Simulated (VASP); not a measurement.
Wanted: the native input for a VASP 6.6.1 run.

```yaml
Task: single point
Functional: PBE
Potentials_or_basis: VASP PAW PBE potentials, release 64 (Ti_sv, B)
Cutoff: 520 eV
k_mesh: 8 × 8 × 12
Occupations: gaussian, width 0.1 eV
Spin: no spin polarisation
Dipole_correction: no
Further_INCAR_settings: ALGO = Fast; EDIFF = 1e-06; NBANDS = 36
```

The structure of Ti2B lies in POSCAR:

```
Ti2B
1.0
    5.1790392764      0.0000000000      0.0000000000
    0.0000000000      5.1790392764      0.0000000000
    0.0000000000      0.0000000000      3.2988761469
Ti B
4 2
Direct
    0.2991696466      0.2991696466      0.0000000000
    0.2008303534      0.7991696466      0.5000000000
    0.7008303534      0.7008303534      0.0000000000
    0.7991696466      0.2008303534      0.5000000000
    0.0000000000      0.0000000000      0.0000000000
    0.5000000000      0.5000000000      0.5000000000
```

The cell was built from a structure type or drawn by symmetry, and may not be a known phase.

One way to write it, as run:

INCAR

```
ALGO = Fast
EDIFF = 1E-6
ENCUT = 520
GGA = PE
ISIF = 2
ISMEAR = 0
LASPH = True
LCHARG = False
LREAL = False
LWAVE = False
NBANDS = 36
NELM = 60
PREC = Accurate
SIGMA = 0.1
```

KPOINTS

```
k-points
0
Gamma
  8 8 12
```

Potentials or basis: VASP PAW PBE potentials, release 64 (Ti_sv, B).

Launch:

```console
$ cat potpaw_PBE.64/Ti_sv/POTCAR potpaw_PBE.64/B/POTCAR > POTCAR
$ mpirun -np 1 vasp_std > vasp.out
```

It gave:

| Quantity | Value |
| --- | --- |
| Pressure | 0.0 GPa |
| Largest force | 0.005 eV/Å |
| Band gap on the k mesh | zero (bands 27 and 28 overlap by 1.22 eV) |

Wall time 12 min on 1 thread of AMD EPYC 9R45 96-Core Processor (Zen 5) (shared host), peak memory 0.35 GiB.
